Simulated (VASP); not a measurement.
Ta, 1 atom in the cell. It takes space group Im-3m (No. 229, cubic). Conventional cell: a = 3.303 Å, b = 3.303 Å, c = 3.303 Å, α = 90.00°, β = 90.00°, γ = 90.00°. Within 3.8 Å of Ta (site symmetry m-3m) lie 14 Ta at 2.86 to 3.30 Å. 

- Program: VASP 6.6.1
- Task: single point
- Functional: PBE
- Dispersion: D3(BJ)
- Potentials or basis: VASP PAW PBE potentials, release 64 (Ta_pv)
- Cutoff: 500 eV
- k mesh: 8 × 8 × 8, shifted
- Occupations: methfessel-paxton, width 0.1 eV
- Spin: no spin polarisation
- Dipole correction: no
- Further INCAR settings: ALGO = Normal; EDIFF = 1e-06; NBANDS = 12

Potentials or basis: VASP PAW PBE potentials, release 64 (Ta_pv).

Command:

```sh
$ cat potpaw_PBE.64/Ta_pv/POTCAR > POTCAR
$ mpirun -np 1 vasp_std > vasp.out
```

Hardware: 1 thread of AMD EPYC 7R13 Processor (Zen 3) (shared host).

Q: Estimate the wall time of this run.

A: Run time: 7.5 s on 1 thread of AMD EPYC 7R13 Processor (Zen 3), on a shared host, peak memory 0.12 GiB. Counts: scf iterations 11, k points 26.
